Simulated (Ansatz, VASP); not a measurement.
**One calculation of Re, two programs**

```
Re
1.0
    -1.54186    1.54186    1.54186
     1.54186   -1.54186    1.54186
     1.54186    1.54186   -1.54186
Re
1
Cartesian
  0.0000 0.0000 0.0000
```

Alike in both runs: functional PBEsol; k mesh 10 × 10 × 10; occupations gaussian, width 0.1 eV; no spin polarisation.

Ansatz relaxed the structure, and its values are those at the end. VASP's run is a single point on that final structure, the one shown.

|  | VASP | Ansatz |
| --- | --- | --- |
| version | VASP 6.6.1 | Ansatz 0.2.0 |
| potentials or method | VASP PAW PBE potentials, release 64 (Re), cutoff 520 eV | scalar-relativistic, plane waves, PAW |
| valence electrons in the cell | 7 | 15 |

```tsv
	VASP	Ansatz	Ansatz less VASP
gap on the k mesh at the Fermi level (eV)	none	none	-
pressure (GPa)	0.4	0.4	0.00
```

VASP's potentials were made for PBE, not for PBEsol. A gap of «none» marks a metal or a gap that the smearing closes. VASP's potentials hold 7 valence electrons a cell and Ansatz's 15, so a difference there can come from the potentials and not from the codes.

Neither program's run includes spin-orbit coupling.
